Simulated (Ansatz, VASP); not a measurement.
**One calculation of Rb, two programs**

The input INCAR:

```
  ALGO = Normal
  EDIFF = 1E-6
  ENCUT = 520
  GGA = PE
  ISIF = 2
  ISMEAR = 0
  LASPH = T
  LCHARG = F
  LREAL = F
  LWAVE = F
  NBANDS = 10
  NELM = 80
  PREC = Accurate
  SIGMA = 0.1
```

Contents of KPOINTS:

```
k-points
0
Gamma
  10 10 10
```

Contents of POSCAR:

```
Rb
1.0
   -2.9176184524      2.9176184524      2.9176184524
    2.9176184524     -2.9176184524      2.9176184524
    2.9176184524      2.9176184524     -2.9176184524
Rb
1
Direct
    0.0000000000      0.0000000000      0.0000000000
```

Input for Ansatz:

```yaml
crystal:
  lattice:
    - [-2.9176184524, 2.9176184524, 2.9176184524]
    - [2.9176184524, -2.9176184524, 2.9176184524]
    - [2.9176184524, 2.9176184524, -2.9176184524]
  atoms:
    - { symbol: Rb, position: [0.0, 0.0, 0.0] }
basis:
  ecutwfc: 420
kpoints:
  mp_grid: { grid: [10, 10, 10] }
hamiltonian:
  xc: pbe
  pseudopotentials: { kind: paw }
scf:
  occupations: { method: gaussian, width: 0.1 }
output:
  forces: true
  stress: true
  eigenvalues: true
  write_density: true
  write_potential: true
  elf: true
  volumetric_format: npy
```

Alike in both runs: task single point; functional PBE; k mesh 10 × 10 × 10; occupations gaussian, width 0.1 eV; no spin polarisation.

```csv
,VASP,Ansatz
version,VASP 6.6.1,Ansatz 0.2.0
potentials or method,"VASP PAW PBE potentials, release 64 (Rb_sv), cutoff 520 eV","scalar-relativistic, plane waves, PAW"
valence electrons in the cell,9,9
```

```csv
,VASP,Ansatz,Ansatz less VASP
gap on the k mesh at the Fermi level (eV),none,none,-
pressure (GPa),-0.2,-0.2,0.00
```

A gap of «none» marks a metal or a gap that the smearing closes.
